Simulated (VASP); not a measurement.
# BN (R3m) in VASP: notebook

The runs below take BN through relaxation of cell and atoms, single point, with LDA.

Everything below comes from runs of VASP 6.6.1. Logs are shortened: lines on timing, memory, paths and dates and some standing lists are left out, and cuts for length are marked.

**1. The cell of the first run**

The structure is trigonal, space group R3m (No. 160). Conventional cell: a = 2.489 Å, b = 2.489 Å, c = 9.672 Å, α = 90.00°, β = 90.00°, γ = 120.00°. B (site symmetry 3m) has 3 N at 1.44 Å within 1.9 Å. N (site symmetry 3m) has 3 B at 1.44 Å within 1.9 Å.

**2. Relaxation of cell and atoms, LDA, target pressure 9 GPa, at which the enthalpy is minimised**

INCAR reads:

```
PREC = Accurate
ENCUT = 600
EDIFF = 1E-7
ISMEAR = 0
SIGMA = 0.01
LREAL = False
LASPH = True
NELM = 120
ALGO = Normal
ISIF = 3
LWAVE = False
LCHARG = False
IBRION = 2
NSW = 80
EDIFFG = -0.001
PSTRESS = 90.0
GGA_COMPAT = False
NELMIN = 4
```

KPOINTS reads:

```
Automatic mesh
0
Gamma
  12 12 12
```

POSCAR reads:

```
BN
1.0
    1.2442985528      0.7183961044      3.2240992216
   -1.2442985528      0.7183961044      3.2240992216
    0.0000000000     -1.4367922088      3.2240992216
B N
1 1
Direct
    0.9997405136      0.9997405136      0.9997405136
    0.3326924864      0.3326924864      0.3326924864
```

Potentials or basis: VASP PAW LDA potentials, release 64 (B, N).

Run with:

```
> cat potpaw_LDA.64/B/POTCAR potpaw_LDA.64/N/POTCAR > POTCAR
> mpirun -np 1 vasp_std > vasp.out
```

OUTCAR:

```text
PREC = Accurate
   ENCUT = 600
   EDIFF = 1E-7
   ISMEAR = 0
   LREAL = False
   LASPH = True
   NELM = 120
   ISIF = 3
   IBRION = 2
   NSW = 80
   EDIFFG = -0.001
   PSTRESS = 90.0
   NELMIN = 4

 ion  position               nearest neighbor table
   1  1.000  1.000  1.000-   2 1.44   2 1.44   2 1.44
   2  0.333  0.333  0.333-   1 1.44   1 1.44   1 1.44

  LATTYP: Found a trigonal (rhomboedric) cell.
 ALAT       =     3.5297574480
 COS(alpha) =     0.7514639103

  Lattice vectors:

 A1 = (   1.2442985528,   0.7183961044,   3.2240992216)
 A2 = (  -1.2442985528,   0.7183961044,   3.2240992216)
 A3 = (   0.0000000000,  -1.4367922088,   3.2240992216)

Analysis of symmetry for initial positions (statically):
=====================================================================
 Subroutine PRICEL returns:
 Original cell was already a primitive cell.

 Routine SETGRP: Setting up the symmetry group for a
 trigonal (rhombohedral) supercell.

 Subroutine GETGRP returns: Found  6 space group operations
 (whereof  6 operations were pure point group operations)
 out of a pool of 12 trial point group operations.

The static configuration has the point symmetry C_3v.

Analysis of symmetry for dynamics (positions and initial velocities):
=====================================================================
 Subroutine PRICEL returns:
 Original cell was already a primitive cell.

 Routine SETGRP: Setting up the symmetry group for a
 trigonal (rhombohedral) supercell.

 Subroutine GETGRP returns: Found  6 space group operations
 (whereof  6 operations were pure point group operations)
 out of a pool of 12 trial point group operations.

The dynamic configuration has the point symmetry C_3v.

 Subroutine INISYM returns: Found  6 space group operations
 (whereof  6 operations are pure point group operations),
 and found     1 'primitive' translations

----------------------------------------------------------------------------------------

                                     Primitive cell

  volume of cell :      17.2921

  direct lattice vectors                    reciprocal lattice vectors
     1.244298553  0.718396104  3.224099222     0.401832823  0.231998288  0.103388051
    -1.244298553  0.718396104  3.224099222    -0.401832823  0.231998288  0.103388051
     0.000000000 -1.436792209  3.224099222     0.000000000 -0.463996577  0.103388051

  length of vectors
     3.529757448  3.529757448  3.529757448     0.475375549  0.475375549  0.475375549

  position of ions in fractional coordinates (direct lattice)
[... 100 lines left out ...]
  volume/ion in A,a.u.               =       8.65        58.35
  Fermi-wavevector in a.u.,A,eV,Ry     =   1.266160  2.392696 21.812348  1.603162
  Thomas-Fermi vector in A             =   2.399376
   LORBIT       =      0    0 simple, 1 ext, 2 COOP (PROOUT), +10 PAW based schemes
   GGA     = CA    functional components
   LHFCALC =     F    Hartree Fock is set to
   AEXX    =    0.0000 exact exchange contribution
   IVDW    =     0    specifies the selected vdW correction
   LEPSILON=     F    determine dielectric tensor
   LRPA    =     F    only Hartree local field effects (RPA)
 conjugate gradient relaxation of ions
 non-spin polarized calculation
 Gauss-broadening in eV      SIGMA  =   0.01
  energy-cutoff  :      600.00
  volume of cell :       17.29
 maximum number of plane-waves:       592
   NGX = 15   NGY = 15   NGZ = 15

--------------------------------------- Ionic step        1  -------------------------------------------

 number of electron       8.0000000 magnetization

 Free energy of the ion-electron system (eV)
  ---------------------------------------------------
  ext. energy  EPLUGINS =         0.00000000
  ---------------------------------------------------
  free energy    TOTEN  =       -19.29399965 eV

  energy without entropy =      -19.29399965  energy(sigma->0) =      -19.29399965

------------------------ aborting loop because EDIFF is reached ----------------------------------------

  FORCE on cell =-STRESS in cart. coord.  units (eV):
  Direction    XX          YY          ZZ          XY          YZ          ZX
  --------------------------------------------------------------------------------------
  -------------------------------------------------------------------------------------
  Total        0.0613513      0.0613513     -0.0247784      0.0000000      0.0000000      0.0000000
  in kB        5.6844204      5.6844204     -2.2958114      0.0000000      0.0000000      0.0000000
  external PRESSURE =     -86.9756569 kB  Pullay stress =      90.0000000 kB
[... 97 lines left out ...]
  energy  without entropy=      -19.2779446802  energy(sigma->0) =      -19.27794468

  enthalpy is  TOTEN    =       -18.3386344991 eV   P V=        0.9393101810

[... ionic steps 4 to 15 ...]

--------------------------------------- Ionic step       16  -------------------------------------------

 number of electron       8.0000000 magnetization

------------------------ aborting loop because EDIFF is reached ----------------------------------------
[... 71 lines left out ...]
--------------------------------------- Ionic step       18  -------------------------------------------

 number of electron       8.0000000 magnetization

 Free energy of the ion-electron system (eV)
  ---------------------------------------------------
  ext. energy  EPLUGINS =         0.00000000
  ---------------------------------------------------
  free energy    TOTEN  =       -19.24390301 eV

  energy without entropy =      -19.24390301  energy(sigma->0) =      -19.24390301

 E-fermi :   4.0812     XC(G=0): -11.6457

 val. band max:        3.9939144711   @ k =  -0.1667   0.4167   0.0833
 cond. band min:       7.5738262404   @ k =   0.5000   0.5000   0.0000
 fundamental gap:      3.5799117693
 Fermi energy:         4.0812018077

 k-point     1 :       0.0000    0.0000    0.0000
  band No.  band energies     occupation
      1     -14.3059      2.00000
      2       0.8394      2.00000
      3       2.6194      2.00000
      4       2.6194      2.00000
      5      10.3926      0.00000
      6      15.7402      0.00000
      7      15.7402      0.00000
      8      17.3346      0.00000
[... 243 lines left out ...]
 k-point    24 :      -0.4167    0.1667   -0.0000
  band No.  band energies     occupation
      1     -10.4428      2.00000
      2      -5.0544      2.00000
      3      -1.5336      2.00000
      4       3.7204      2.00000
      5       9.1801      0.00000
      6      15.8448      0.00000
      7      18.1966      0.00000
      8      19.1674      0.00000

 [... further k-points ...]
[... 5 lines left out ...]
  --------------------------------------------------------------------------------------
  -------------------------------------------------------------------------------------
  Total        0.8362225      0.8362225      0.8364509      0.0000000      0.0000000      0.0000000
  in kB       89.9812248     89.9812248     90.0058078      0.0000000      0.0000000      0.0000000
  external PRESSURE =      -0.0105809 kB  Pullay stress =      90.0000000 kB
[... 21 lines left out ...]
  energy  without entropy=      -19.2439030125  energy(sigma->0) =      -19.24390301

  enthalpy is  TOTEN    =       -18.4075060703 eV   P V=        0.8363969422

 reached required accuracy - stopping structural energy minimisation
```

It took 18 min on 1 thread of AMD EPYC 7R13, shared host; peak memory 0.13 GiB.

What came out:

```
Free energy                                            : -19.2439 eV
Relaxed volume                                         : 7.44 Å³/atom
Relaxed cell                                           : a = 3.152 Å, b = 3.152 Å, c = 3.152 Å, α = 46.22°, β = 46.22°, γ = 46.22°
Space group after relaxing (to 0.05 Å)                 : R3m (No. 160)
Energy change on relaxing (the enthalpy is what falls) : +25.0 meV/atom
Ionic steps                                            : 18
Pressure after relaxing                                : 9.0 GPa
Band gap on the k mesh                                 : 3.58 eV, indirect (least direct gap 4.79 eV)
```

Step by step:
| step | energy change (eV) | largest force (eV/Å) | pressure (GPa) | volume (Å³) |
| --- | --- | --- | --- | --- |
| 1 | 0.0000 | 0.0004 | 0.30 | 17.29 |
| 2 | 0.0662 | 0.0095 | 19.74 | 16.14 |
| 3 | 0.0161 | 0.0046 | 9.23 | 16.72 |
| 4 | 0.0162 | 0.0223 | 9.23 | 16.23 |
| 5 | 0.0593 | 0.1426 | 10.80 | 14.75 |
| 6 | 0.0507 | 0.1241 | 10.49 | 14.90 |
| 7 | 0.0529 | 0.1289 | 10.57 | 14.86 |
| 8 | 0.0421 | 0.0639 | 3.94 | 15.10 |
| 9 | 0.0477 | 0.0665 | 8.38 | 14.94 |
| 10 | 0.0494 | 0.0540 | 9.38 | 14.90 |
| 11 | 0.0484 | 0.0002 | 8.92 | 14.92 |
| 12 | 0.0489 | 0.0002 | 8.96 | 14.91 |
| 13 | 0.0500 | 0.0005 | 9.02 | 14.89 |
| 14 | 0.0501 | 0.0005 | 9.02 | 14.89 |
| 15 | 0.0502 | 0.0005 | 9.02 | 14.89 |
| 16 | 0.0501 | 0.0005 | 9.02 | 14.89 |
| 17 | 0.0500 | 0.0003 | 8.91 | 14.89 |
| 18 | 0.0501 | 0.0003 | 9.00 | 14.89 |

Final structure:
```
B N
1.0
     1.23690    0.71413    2.80944
    -1.23690    0.71413    2.80944
     0.00000   -1.42825    2.80944
B N
1 1
Direct
  0.00053 0.00053 0.00053
  0.33190 0.33190 0.33190
```

Levels at points of the mesh, in eV from the valence-band top:
```csv
k point,band 2,band 3,band 4,band 5,band 6,band 7
"(0.00, 0.00, 0.00)",-3.15,-1.37,-1.37,6.40,11.75,11.75
"(0.50, 0.00, 0.00)",-9.40,-4.20,-0.36,5.35,10.63,13.91
"(0.50, 0.50, 0.00)",-8.97,-4.46,-1.85,3.58,9.80,15.65
"(0.50, 0.50, 0.50)",-7.58,-1.47,-1.47,11.49,11.49,11.83
```

Caveat: the cell is relaxed towards a set pressure, so the enthalpy falls and the energy may rise.

**3. Single point, LDA**

INCAR reads:

```
SYSTEM = BN
PREC = Accurate
ENCUT = 520
EDIFF = 1E-6
ISMEAR = 0
SIGMA = 0.02
LREAL = .FALSE.
LASPH = .TRUE.
NELM = 80
ALGO = Normal
ISIF = 2
LWAVE = .FALSE.
LCHARG = .FALSE.
GGA = CA
NBANDS = 11
```

KPOINTS reads:

```
regular mesh
0
G
  12 12 12
  0 0 0
```

POSCAR reads:

```
BN
1.0
    1.2442989932      0.7183963586      3.2270098020
   -1.2442989932      0.7183963586      3.2270098020
    0.0000000000     -1.4367927173      3.2270098020
B N
1 1
Direct
    0.9997366515      0.9997366515      0.9997366515
    0.3326963485      0.3326963485      0.3326963485
```

Potentials or basis: VASP PAW LDA potentials, release 64 (B, N).

Run with:

```
> cat potpaw_LDA.64/B/POTCAR potpaw_LDA.64/N/POTCAR > POTCAR
> mpirun -np 1 vasp_std > vasp.out
```

Run time: 24 s. Hardware: 1 thread of Intel Xeon 6975P-C (Granite Rapids), shared host; peak memory 0.15 GiB.

The run converged. Its results:

- Free energy: -19.2916 eV
- Pressure: 0.5 GPa
- Band gap on the k mesh: 4.02 eV, indirect (least direct gap 4.60 eV)

Stress tensor (GPa, compression positive):
```
 0.78  0.00  0.00
 0.00  0.78  0.00
 0.00  0.00 -0.18
```

Levels at points of the mesh, in eV from the valence-band top:
```tsv
k point	band 1	band 2	band 3	band 4	band 5	band 6	band 7	band 8	band 9
(0.00, 0.00, 0.00)	-17.71	-4.03	-1.27	-1.27	5.15	11.72	11.72	13.24	15.32
(0.50, 0.00, 0.00)	-14.40	-8.98	-4.09	-0.54	5.24	10.15	13.02	15.21	20.21
(0.50, 0.50, 0.00)	-14.30	-8.81	-4.17	-1.30	4.02	10.04	14.31	18.00	20.91
(0.50, 0.50, 0.50)	-17.33	-6.53	-1.29	-1.29	10.42	11.62	11.62	12.88	16.86
```

A k mesh can miss the band edges. Expect the measured gap to be larger: semilocal functionals such as LDA lack the derivative discontinuity.

**4. Single point, LDA**

INCAR reads:

```
SYSTEM = BN
PREC = Accurate
ENCUT = 520
EDIFF = 1E-6
ISMEAR = 0
SIGMA = 0.01
LREAL = .FALSE.
LASPH = .TRUE.
NELM = 60
ALGO = Normal
ISIF = 2
LWAVE = .FALSE.
LCHARG = .TRUE.
LELF = .TRUE.
LVHAR = .TRUE.
NBANDS = 11
```

KPOINTS is that of step 3.

POSCAR reads:

```
BN
1.0
    1.2442985525      0.7183961042      3.2240992204
   -1.2442985525      0.7183961042      3.2240992204
    0.0000000000     -1.4367922085      3.2240992204
B N
1 1
Direct
    0.9997405137      0.9997405137      0.9997405137
    0.3326924863      0.3326924863      0.3326924863
```

Potentials or basis: VASP PAW LDA potentials, release 64 (B, N).

Run with:

```
> cat potpaw_LDA.64/B/POTCAR potpaw_LDA.64/N/POTCAR > POTCAR
> mpirun -np 1 vasp_std > vasp.out
```

OUTCAR:

```text
SYSTEM = BN
   PREC = Accurate
   ENCUT = 520
   EDIFF = 1E-6
   ISMEAR = 0
   LREAL = .FALSE.
   LASPH = .TRUE.
   NELM = 60
   ISIF = 2

 ion  position               nearest neighbor table
   1  1.000  1.000  1.000-   2 1.44   2 1.44   2 1.44
   2  0.333  0.333  0.333-   1 1.44   1 1.44   1 1.44

  LATTYP: Found a trigonal (rhomboedric) cell.
 ALAT       =     3.5297574468
 COS(alpha) =     0.7514639103

  Lattice vectors:

 A1 = (   1.2442985525,   0.7183961042,   3.2240992204)
 A2 = (  -1.2442985525,   0.7183961042,   3.2240992204)
 A3 = (   0.0000000000,  -1.4367922085,   3.2240992204)

Analysis of symmetry for initial positions (statically):
=====================================================================
 Subroutine PRICEL returns:
 Original cell was already a primitive cell.

 Routine SETGRP: Setting up the symmetry group for a
 trigonal (rhombohedral) supercell.

 Subroutine GETGRP returns: Found  6 space group operations
 (whereof  6 operations were pure point group operations)
 out of a pool of 12 trial point group operations.

The static configuration has the point symmetry C_3v.

[... 165 lines left out ...]
 fundamental gap:      4.0194236206
 Fermi energy:         2.5237673031

 k-point     1 :       0.0000    0.0000    0.0000
  band No.  band energies     occupation
      1     -15.2651      2.00000
      2      -1.5762      2.00000
      3       1.1829      2.00000
      4       1.1829      2.00000
      5       7.6054      0.00000
      6      14.1680      0.00000
      7      14.1680      0.00000
      8      15.6914      0.00000
      9      17.7730      0.00000
     10      28.4806      0.00000
     11      31.1104      0.00000
[... 309 lines left out ...]
 k-point    24 :      -0.4167    0.1667   -0.0000
  band No.  band energies     occupation
      1     -11.6840      2.00000
      2      -6.2128      2.00000
      3      -2.9601      2.00000
      4       2.1658      2.00000
      5       7.5788      0.00000
      6      13.9973      0.00000
      7      16.0166      0.00000
      8      16.8343      0.00000
      9      20.5152      0.00000
     10      23.7319      0.00000
     11      26.0489      0.00000

 [... further k-points ...]
[... 5 lines left out ...]
  --------------------------------------------------------------------------------------
  -------------------------------------------------------------------------------------
  Total        0.0844134      0.0844134     -0.0161539      0.0000000      0.0000000      0.0000000
  in kB        7.8212070      7.8212070     -1.4967151      0.0000000      0.0000000      0.0000000
  external PRESSURE =       4.7152330 kB  Pullay stress =       0.0000000 kB

 VOLUME and BASIS-vectors are now :
 -----------------------------------------------------------------------------
  energy-cutoff  :      520.00
  volume of cell :       17.29
      direct lattice vectors                 reciprocal lattice vectors
     1.244298553  0.718396104  3.224099220     0.401832823  0.231998289  0.103388051
    -1.244298553  0.718396104  3.224099220    -0.401832823  0.231998289  0.103388051
     0.000000000 -1.436792209  3.224099220     0.000000000 -0.463996577  0.103388051

 POSITION                                       TOTAL-FORCE (eV/Angst)
 -----------------------------------------------------------------------------------
      0.00000     -0.00000      9.66979         0.000000     -0.000000      0.000385
      0.00000     -0.00000      3.21790         0.000000      0.000000     -0.000385
 -----------------------------------------------------------------------------------
    total drift:                               -0.000000      0.000000      0.000101

  FREE ENERGIE OF THE ION-ELECTRON SYSTEM (eV)
  ---------------------------------------------------
  free  energy   TOTEN  =       -19.2916132787 eV

  energy  without entropy=      -19.2916132787  energy(sigma->0) =      -19.29161328
```

OSZICAR:

```text
N       E                     dE             d eps       ncg     rms          rms(c)
DAV:   1     0.111753482650E+02    0.11175E+02   -0.47539E+03  4246   0.686E+02
DAV:   2    -0.206463091571E+02   -0.31822E+02   -0.30506E+02  4958   0.151E+02
DAV:   3    -0.213159995992E+02   -0.66969E+00   -0.66867E+00  5096   0.196E+01
DAV:   4    -0.213175917183E+02   -0.15921E-02   -0.15921E-02  4573   0.117E+00
DAV:   5    -0.213175981542E+02   -0.64358E-05   -0.64358E-05  5117   0.627E-02    0.789E+00
DAV:   6    -0.195466984508E+02    0.17709E+01   -0.57860E+00  4452   0.132E+01    0.352E+00
DAV:   7    -0.193492195336E+02    0.19748E+00   -0.20210E-01  5016   0.320E+00    0.209E+00
DAV:   8    -0.192920563373E+02    0.57163E-01   -0.13827E-01  4902   0.224E+00    0.235E-01
DAV:   9    -0.192916358128E+02    0.42052E-03   -0.22756E-03  4611   0.397E-01    0.133E-01
DAV:  10    -0.192916116262E+02    0.24187E-04   -0.15999E-04  4783   0.112E-01    0.201E-02
DAV:  11    -0.192916135301E+02   -0.19040E-05   -0.78055E-06  4920   0.184E-02    0.135E-02
DAV:  12    -0.192916132787E+02    0.25145E-06   -0.18640E-06  4211   0.863E-03
   1 F= -.19291613E+02 E0= -.19291613E+02  d E =-.718925E-27
```

stdout:

```text
POSCAR found type information on POSCAR B N
 POSCAR found :  2 types and       2 ions
 scaLAPACK will be used
 LDA part: xc-table for (Slater(with rela. corr.)+CA(PZ))
 , standard interpolation
 POSCAR, INCAR and KPOINTS ok, starting setup
 FFT: planning ... GRIDC
 FFT: planning ... GRID_SOFT
 FFT: planning ... GRID
 WAVECAR not read
 entering main loop
```

Run time: 21 s. Hardware: 1 thread of Intel Xeon 6975P-C (Granite Rapids), shared host; peak memory 0.16 GiB.

What came out:

* Free energy: -19.2916 eV
* Pressure: 0.5 GPa
* Band gap on the k mesh: 4.02 eV, indirect (least direct gap 4.61 eV)

Stress tensor (GPa, compression positive):
```
 0.78  0.00  0.00
 0.00  0.78  0.00
 0.00  0.00 -0.15
```

Levels at points of the mesh, in eV from the valence-band top:
| k point | band 2 | band 3 | band 4 | band 5 | band 6 | band 7 |
| --- | --- | --- | --- | --- | --- | --- |
| (0.00, 0.00, 0.00) | -4.03 | -1.27 | -1.27 | 5.15 | 11.72 | 11.72 |
| (0.50, 0.00, 0.00) | -8.98 | -4.09 | -0.54 | 5.24 | 10.15 | 13.02 |
| (0.50, 0.50, 0.00) | -8.81 | -4.18 | -1.30 | 4.02 | 10.04 | 14.32 |
| (0.50, 0.50, 0.50) | -6.53 | -1.30 | -1.30 | 10.43 | 11.62 | 11.62 |

[end of part 1 of 2]
